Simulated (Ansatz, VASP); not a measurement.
# Ca: VASP beside Ansatz

```
CELL_PARAMETERS angstrom
3.61195 0.00000 0.00000
0.00000 3.61195 0.00000
0.00000 0.00000 3.61195
ATOMIC_POSITIONS crystal
Ca 0.00000 0.00000 0.00000
```

Alike in both runs: task relaxation of cell and atoms; functional r2SCAN; k mesh 9 × 9 × 9; occupations fermi-dirac, width 0.1 eV; no spin polarisation.

|  | VASP | Ansatz |
| --- | --- | --- |
| version | VASP 6.6.1 | Ansatz 0.2.0 |
| potentials or method | VASP PAW PBE potentials, release 64 (Ca_sv), cutoff 600 eV | plane waves (500 eV) with PAW, scalar-relativistic |
| valence electrons in the cell | 10 | 10 |

Ansatz gave:

| Property | Result |
| --- | --- |
| relaxed volume (Å³/atom) | 43.12 |
| relaxed cell length with the largest relative difference (Å) | 3.507 |

Problem. What did VASP give for the same quantities?

Solution. Relaxed volume (Å³/atom): 43.31; relaxed cell length with the largest relative difference (Å): 3.512.

VASP's potentials were made for PBE, not for r2SCAN.
